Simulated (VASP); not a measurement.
# GaH6 (Pm-3m) in VASP: a series of runs

Runs on GaH6. Level: PBE. Tasks: single point, relaxation of cell and atoms.

All numbers are computed with VASP 6.6.1; they aren't measurements. Logs are shortened: lines on timing, memory, paths and dates and some standing lists are left out, and cuts for length are marked.

## 1. The cell of the first run

Symmetry: Pm-3m, No. 221, cubic system. Conventional cell: a = 4.801 Å, b = 4.801 Å, c = 4.801 Å, α = 90.00°, β = 90.00°, γ = 90.00°. Ga (site symmetry m-3m) has 24 H at 3.42 Å within 4.5 Å. Within 1.0 Å of H (site symmetry 4mm) lie 1 H at 0.75 Å.

The cell was built from a structure type or drawn by symmetry, and may not be a known phase.

## 2. Single point, PBE

Contents of INCAR:

```
SYSTEM = GaH6
ALGO = Normal ; EDIFF = 1E-6
ENCUT = 520 ; GGA = PE
ISIF = 2 ; ISMEAR = 0
LASPH = .True. ; LCHARG = .False.
LREAL = .False. ; LWAVE = .False.
NBANDS = 18 ; NELM = 60
PREC = Accurate ; SIGMA = 0.1
```

Contents of KPOINTS:

```
k-points
0
Gamma
  8 8 8
  0 0 0
```

Contents of POSCAR:

```
GaH6
1.0
    4.8008464606      0.0000000000      0.0000000000
    0.0000000000      4.8008464606      0.0000000000
    0.0000000000      0.0000000000      4.8008464606
Ga H
1 6
Direct
    0.0000000000      0.0000000000      0.0000000000
    0.5000000000      0.5000000000      0.0783223908
    0.5000000000      0.5000000000      0.9216776092
    0.0783223908      0.5000000000      0.5000000000
    0.9216776092      0.5000000000      0.5000000000
    0.5000000000      0.0783223908      0.5000000000
    0.5000000000      0.9216776092      0.5000000000
```

Potentials or basis: VASP PAW PBE potentials, release 64 (Ga_d, H).

On the command line:

```bash
$ cat potpaw_PBE.64/Ga_d/POTCAR potpaw_PBE.64/H/POTCAR > POTCAR
$ mpirun -np 1 vasp_std > vasp.out
```

OUTCAR:

```text
SYSTEM = GaH6
   EDIFF = 1E-6
   ENCUT = 520
   GGA = PE
   ISIF = 2
   ISMEAR = 0
   LASPH = .True.
   LREAL = .False.
   NELM = 60
   PREC = Accurate

 ion  position               nearest neighbor table
   1  0.000  0.000  0.000-
   2  0.500  0.500  0.078-   3 0.75
   3  0.500  0.500  0.922-   2 0.75
   4  0.078  0.500  0.500-   5 0.75
   5  0.922  0.500  0.500-   4 0.75
   6  0.500  0.078  0.500-   7 0.75
   7  0.500  0.922  0.500-   6 0.75

  LATTYP: Found a simple cubic cell.
 ALAT       =     4.8008464606

  Lattice vectors:

 A1 = (   4.8008464606,   0.0000000000,   0.0000000000)
 A2 = (   0.0000000000,   4.8008464606,   0.0000000000)
 A3 = (   0.0000000000,   0.0000000000,   4.8008464606)

Analysis of symmetry for initial positions (statically):
=====================================================================
 Subroutine PRICEL returns:
 Original cell was already a primitive cell.

 Routine SETGRP: Setting up the symmetry group for a
 simple cubic supercell.

 Subroutine GETGRP returns: Found 48 space group operations
 (whereof 48 operations were pure point group operations)
 out of a pool of 48 trial point group operations.

The static configuration has the point symmetry O_h .

Analysis of symmetry for dynamics (positions and initial velocities):
=====================================================================
 Subroutine PRICEL returns:
 Original cell was already a primitive cell.

 Routine SETGRP: Setting up the symmetry group for a
 simple cubic supercell.

 Subroutine GETGRP returns: Found 48 space group operations
 (whereof 48 operations were pure point group operations)
 out of a pool of 48 trial point group operations.

The dynamic configuration has the point symmetry O_h .

 Subroutine INISYM returns: Found 48 space group operations
 (whereof 48 operations are pure point group operations),
 and found     1 'primitive' translations

----------------------------------------------------------------------------------------

                                     Primitive cell

  volume of cell :     110.6505

  direct lattice vectors                    reciprocal lattice vectors
     4.800846461  0.000000000  0.000000000     0.208296601  0.000000000  0.000000000
     0.000000000  4.800846461  0.000000000     0.000000000  0.208296601  0.000000000
     0.000000000  0.000000000  4.800846461     0.000000000  0.000000000  0.208296601

  length of vectors
     4.800846461  4.800846461  4.800846461     0.208296601  0.208296601  0.208296601

  position of ions in fractional coordinates (direct lattice)
     0.000000000  0.000000000  0.000000000
     0.500000000  0.500000000  0.078322391
     0.500000000  0.500000000  0.921677609
     0.078322391  0.500000000  0.500000000
     0.921677609  0.500000000  0.500000000
     0.500000000  0.078322391  0.500000000
     0.500000000  0.921677609  0.500000000

  ion indices of the primitive-cell ions
   primitive index   ion index
                 1           1
                 2           2
                 3           3
                 4           4
                 5           5
                 6           6
                 7           7

----------------------------------------------------------------------------------------

 KPOINTS: k-points

Automatic generation of k-mesh.
 Grid dimensions read from file:
 generate k-points for:    8    8    8

 Generating k-lattice:

  Cartesian coordinates                     Fractional coordinates (reciprocal lattice)
     0.026037075  0.000000000  0.000000000     0.125000000  0.000000000  0.000000000
     0.000000000  0.026037075  0.000000000     0.000000000  0.125000000  0.000000000
     0.000000000  0.000000000  0.026037075     0.000000000  0.000000000  0.125000000

  Length of vectors
     0.026037075  0.026037075  0.026037075

  Shift w.r.t. Gamma in fractional coordinates (k-lattice)
     0.000000000  0.000000000  0.000000000

 Subroutine IBZKPT returns following result:
 ===========================================

 Found     35 irreducible k-points:

 Following reciprocal coordinates:
            Coordinates               Weight
  0.000000  0.000000  0.000000      1.000000
  0.125000  0.000000  0.000000      6.000000
  0.250000  0.000000  0.000000      6.000000
  0.375000  0.000000  0.000000      6.000000
  0.500000  0.000000  0.000000      3.000000
  0.125000  0.125000  0.000000     12.000000
[... 16 lines left out ...]
  0.375000  0.375000  0.125000     24.000000
  0.500000  0.375000  0.125000     24.000000
 [... further k-points ...]
   k-points           NKPTS =     35   k-points in BZ     NKDIM =     35   number of bands    NBANDS=     18
   number of dos      NEDOS =    301   number of ions     NIONS =      7
   total plane-waves  NPLWV =  46656
   dimension x,y,z NGX =    36 NGY =   36 NGZ =   36
   dimension x,y,z NGXF=    72 NGYF=   72 NGZF=   72
   ions per type =               1   6
   NGX,Y,Z   is equivalent  to a cutoff of  12.47, 12.47, 12.47 a.u.
   NGXF,Y,Z  is equivalent  to a cutoff of  24.93, 24.93, 24.93 a.u.
 SYSTEM =  GaH6
   PREC   = accura    normal or accurate (medium, high low for compatibility)
   ISTART =      0    job   : 0-new  1-cont  2-samecut
   ICHARG =      2    charge: 1-file 2-atom 10-const
   ISPIN  =      1    spin polarized calculation?
   LNONCOLLINEAR =      F non collinear calculations
   LSORBIT =      F    spin-orbit coupling
   LASPH  =      T    aspherical Exc in radial PAW
   ENCUT  =  520.0 eV  38.22 Ry    6.18 a.u.   8.93  8.93  8.93*2*pi/ulx,y,z
   NELM   =     60;   NELMIN=  2; NELMDL= -5     # of ELM steps
   EDIFF  = 0.1E-05   stopping-criterion for ELM
   LREAL  =      F    real-space projection
   EDIFFG = 0.1E-04   stopping-criterion for IOM
   NSW    =      0    number of steps for IOM
   IBRION =     -1    ionic relax: 0-MD 1-quasi-New 2-CG
   NFREE  =      0    steps in history (QN), initial steepest desc. (CG)
   ISIF   =      2    stress and relaxation
   ISYM   =      2    0-nonsym 1-usesym 2-fastsym
   POTIM  = 0.5000    time-step for ionic-motion
   TEBEG  =    0.0;   TEEND  =   0.0 temperature during run
   PSTRESS=    0.0 pullay stress
   NELECT =      19.0000    total number of electrons
   NUPDOWN=      -1.0000    fix difference up-down
   EMIN   =  10.00;   EMAX   =-10.00  energy-range for DOS
   EFERMI =   0.00;   METHOD = LEGACY
   ISMEAR =     0;   SIGMA  =   0.10  broadening in eV -4-tet -1-fermi 0-gaus
   EFERMI_NEDOS =   21; number of points for ismear=-14 and -15
   IALGO  =     38    algorithm
   IMIX   =      4    mixing-type and parameters
     AMIX     =   0.40;   BMIX     =  1.00
     AMIX_MAG =   1.60;   BMIX_MAG =  1.00
  volume/ion in A,a.u.               =      15.81       106.67
  Fermi-wavevector in a.u.,A,eV,Ry     =   0.909930  1.719519 11.265263  0.827973
  Thomas-Fermi vector in A             =   2.034033
   LORBIT       =      0    0 simple, 1 ext, 2 COOP (PROOUT), +10 PAW based schemes
   GGA     = PE    functional components
   LHFCALC =     F    Hartree Fock is set to
   AEXX    =    0.0000 exact exchange contribution
   IVDW    =     0    specifies the selected vdW correction
   LEPSILON=     F    determine dielectric tensor
   LRPA    =     F    only Hartree local field effects (RPA)
 non-spin polarized calculation
 Gauss-broadening in eV      SIGMA  =   0.10
  energy-cutoff  :      520.00
  volume of cell :      110.65
 maximum number of plane-waves:      3016
 NGX is ok and might be reduce to    36
   NGX = 17   NGY = 17   NGZ = 17

 number of electron      18.9999990 magnetization

 Free energy of the ion-electron system (eV)
  ---------------------------------------------------
  ext. energy  EPLUGINS =         0.00000000
  ---------------------------------------------------
  free energy    TOTEN  =       -20.80364696 eV

  energy without entropy =      -20.78549591  energy(sigma->0) =      -20.79457143

 E-fermi :   0.2199     XC(G=0):  -6.2860

 val. band max:        0.2178333201   @ k =   0.5000   0.3750   0.1250
 cond. band min:       0.2217457845   @ k =   0.3750   0.2500   0.2500
 fundamental gap:      0.0039124643
 Fermi energy:         0.2199081380

 k-point     1 :       0.0000    0.0000    0.0000
  band No.  band energies     occupation
      1     -16.0465      2.00000
      2     -16.0465      2.00000
      3     -16.0448      2.00000
      4     -16.0448      2.00000
      5     -16.0448      2.00000
      6      -9.1945      2.00000
[... 10 lines left out ...]
     17       6.1644      0.00000
     18       6.4427      0.00000

 k-point     2 :       0.1250    0.0000    0.0000
  band No.  band energies     occupation
      1     -16.0465      2.00000
      2     -16.0461      2.00000
      3     -16.0449      2.00000
      4     -16.0449      2.00000
      5     -16.0448      2.00000
      6      -9.1363      2.00000
[... 10 lines left out ...]
     17       6.4256      0.00000
     18       6.5581      0.00000

 k-point     3 :       0.2500    0.0000    0.0000
  band No.  band energies     occupation
      1     -16.0464      2.00000
      2     -16.0452      2.00000
      3     -16.0451      2.00000
      4     -16.0451      2.00000
      5     -16.0448      2.00000
      6      -8.9685      2.00000
[... 10 lines left out ...]
     17       6.1749      0.00000
     18       7.4907      0.00000

 k-point     4 :       0.3750    0.0000    0.0000
  band No.  band energies     occupation
      1     -16.0463      2.00000
      2     -16.0454      2.00000
      3     -16.0454      2.00000
      4     -16.0447      2.00000
      5     -16.0442      2.00000
      6      -8.7160      2.00000
[... 375 lines left out ...]
      4     -16.0451      2.00000
      5     -16.0432      2.00000
      6      -8.3187      2.00000
[... 10 lines left out ...]
     17       6.5040      0.00000
     18       7.1370      0.00000

 k-point    23 :       0.3750    0.3750    0.1250
  band No.  band energies     occupation
      1     -16.0464      2.00000
      2     -16.0455      2.00000
      3     -16.0455      2.00000
      4     -16.0447      2.00000
      5     -16.0430      2.00000
      6      -8.3103      2.00000
[... 10 lines left out ...]
     17       6.9573      0.00000
     18       7.2744      0.00000

 k-point    24 :       0.5000    0.3750    0.1250
  band No.  band energies     occupation
      1     -16.0465      2.00000
      2     -16.0456      2.00000
      3     -16.0455      2.00000
      4     -16.0447      2.00000
      5     -16.0426      2.00000
      6      -8.1564      2.00000
[... 10 lines left out ...]
     17       6.4854      0.00000
     18       7.4529      0.00000

 [... further k-points ...]
[... 5 lines left out ...]
  --------------------------------------------------------------------------------------
  -------------------------------------------------------------------------------------
  Total       -0.0861249     -0.0861249     -0.0861249      0.0000000      0.0000000      0.0000000
  in kB       -1.2470562     -1.2470562     -1.2470562      0.0000000      0.0000000      0.0000000
  external PRESSURE =      -1.2470562 kB  Pullay stress =       0.0000000 kB

 VOLUME and BASIS-vectors are now :
 -----------------------------------------------------------------------------
  energy-cutoff  :      520.00
  volume of cell :      110.65
      direct lattice vectors                 reciprocal lattice vectors
     4.800846461  0.000000000  0.000000000     0.208296601  0.000000000  0.000000000
     0.000000000  4.800846461  0.000000000     0.000000000  0.208296601  0.000000000
     0.000000000  0.000000000  4.800846461     0.000000000  0.000000000  0.208296601

 POSITION                                       TOTAL-FORCE (eV/Angst)
 -----------------------------------------------------------------------------------
      0.00000      0.00000      0.00000         0.000000      0.000000     -0.000000
      2.40042      2.40042      0.37601        -0.000000      0.000000     -0.012030
      2.40042      2.40042      4.42483         0.000000      0.000000      0.012030
      0.37601      2.40042      2.40042        -0.012030      0.000000      0.000000
      4.42483      2.40042      2.40042         0.012030      0.000000     -0.000000
      2.40042      0.37601      2.40042         0.000000     -0.012030     -0.000000
      2.40042      4.42483      2.40042        -0.000000      0.012030      0.000000
 -----------------------------------------------------------------------------------
    total drift:                                0.000000     -0.000000     -0.000000

  FREE ENERGIE OF THE ION-ELECTRON SYSTEM (eV)
  ---------------------------------------------------
  free  energy   TOTEN  =       -20.8036469551 eV

  energy  without entropy=      -20.7854959118  energy(sigma->0) =      -20.79457143
```

It took 21 s on 1 thread of Intel Xeon 6975P-C (Granite Rapids), shared host; peak memory 0.23 GiB.

Results:

| Item | Value |
| --- | --- |
| Free energy | -20.8036 eV |
| Pressure | -0.1 GPa |
| Largest force | 0.012 eV/Å |
| Band gap on the k mesh | zero (an odd number of electrons rules out a gap without spin polarisation) |

Forces on the atoms (eV/Å):
```
Ga   0.000  0.000  0.000
H    0.000  0.000 -0.012
H    0.000  0.000  0.012
H   -0.012  0.000  0.000
H    0.012  0.000  0.000
H    0.000 -0.012  0.000
H    0.000  0.012  0.000
```

## 3. Relaxation of cell and atoms, PBE

This run uses another cell than the first one, of 15.62 Å³/atom.

Contents of INCAR:

```
SYSTEM = GaH6
ALGO = Normal ; EDIFF = 1E-6
EDIFFG = -0.01 ; ENCUT = 600
GGA = PE ; IBRION = 2
ISIF = 3 ; ISMEAR = 0
LASPH = .TRUE. ; LCHARG = .FALSE.
LREAL = .FALSE. ; LWAVE = .FALSE.
NELM = 100 ; NSW = 100
PREC = Accurate ; SIGMA = 0.1
```

Contents of KPOINTS:

```
k-points
0
G
  8 8 8
  0 0 0
```

Contents of POSCAR:

```
GaH6
1.0
    4.7815297408      0.0000000000      0.0000000000
    0.0000000000      4.7815297408      0.0000000000
    0.0000000000      0.0000000000      4.7815297408
Ga H
1 6
Direct
    0.0000000000      0.0000000000      0.0000000000
    0.5000000000      0.5000000000      0.0786874157
    0.5000000000      0.5000000000      0.9213125843
    0.0786874157      0.5000000000      0.5000000000
    0.9213125843      0.5000000000      0.5000000000
    0.5000000000      0.0786874157      0.5000000000
    0.5000000000      0.9213125843      0.5000000000
```

Potentials or basis: VASP PAW PBE potentials, release 64 (Ga_d, H).

On the command line:

```bash
$ cat potpaw_PBE.64/Ga_d/POTCAR potpaw_PBE.64/H/POTCAR > POTCAR
$ mpirun -np 1 vasp_std > vasp.out
```

It took 41 s on 1 thread of Intel Xeon 6975P-C (Granite Rapids), shared host; peak memory 0.27 GiB.

Results (log left out):

- Free energy: -20.8085 eV
- Relaxed volume: 15.61 Å³/atom
- Relaxed cell: a = 4.781 Å, b = 4.781 Å, c = 4.781 Å, α = 90.00°, β = 90.00°, γ = 90.00°
- Space group after relaxing (to 0.1 Å): Pm-3m (No. 221)
- Energy gained by relaxing: 0.0 meV/atom
- Ionic steps: 3
- Pressure after relaxing: 0.0 GPa
- Band gap on the k mesh: zero (an odd number of electrons rules out a gap without spin polarisation)

Final structure:
```
Ga H
1.0
     4.78126    0.00000    0.00000
     0.00000    4.78126    0.00000
     0.00000    0.00000    4.78126
Ga H
1 6
Direct
  0.00000 0.00000 0.00000
  0.50000 0.50000 0.07859
  0.50000 0.50000 0.92141
  0.07859 0.50000 0.50000
  0.92141 0.50000 0.50000
  0.50000 0.07859 0.50000
  0.50000 0.92141 0.50000
```

Levels at points of the mesh, in eV from the Fermi level:
```csv
k point,band 7,band 8,band 9,band 10,band 11,band 12
"(0.00, 0.00, 0.00)",-7.73,-7.73,-5.54,0.48,0.48,0.48
"(0.50, 0.00, 0.00)",-8.46,-7.70,-5.80,0.58,1.14,1.14
"(0.50, 0.50, 0.00)",-8.22,-8.21,-6.06,0.04,0.04,1.56
"(0.50, 0.50, 0.50)",-8.14,-8.14,-5.78,-0.64,-0.64,-0.64
```
